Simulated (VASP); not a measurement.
A run of VASP 6.6.1:

File INCAR:

```
SYSTEM = ZnO
ALGO = Normal ; EDIFF = 1E-6
ENCUT = 520 ; GGA = PS
ISIF = 2 ; ISMEAR = -1
LASPH = .TRUE. ; LCHARG = .FALSE.
LREAL = .FALSE. ; LWAVE = .FALSE.
NBANDS = 16 ; NELM = 100
PREC = Accurate ; SIGMA = 0.05
```

KPOINTS

```
k-points
0
G
  10 10 9
  0 0 0
```

POSCAR

```
ZnO
1.0
    1.4289805164     -3.0219235370      0.0000000000
    1.4289805164      3.0219235370      0.0000000000
    0.0000000000      0.0000000000      2.7891032306
Zn O
1 1
Direct
    0.0000000000      0.0000000000      0.0000000000
    0.5000000000      0.5000000000      0.5000000000
```

Potentials or basis: VASP PAW PBE potentials, release 64 (Zn, O).

Launch:

```console
$ cat potpaw_PBE.64/Zn/POTCAR potpaw_PBE.64/O/POTCAR > POTCAR
$ mpirun -np 1 vasp_std > vasp.out
```

Hardware: 1 thread of Intel(R) Xeon(R) 6975P-C (Granite Rapids), with other jobs on the host.

Problem. Estimate the wall time of this run.

Solution. It took 25 s on 1 thread of Intel(R) Xeon(R) 6975P-C (Granite Rapids), with other jobs on the host, peak memory 0.19 GiB. Counts: scf iterations 12, k points 155.
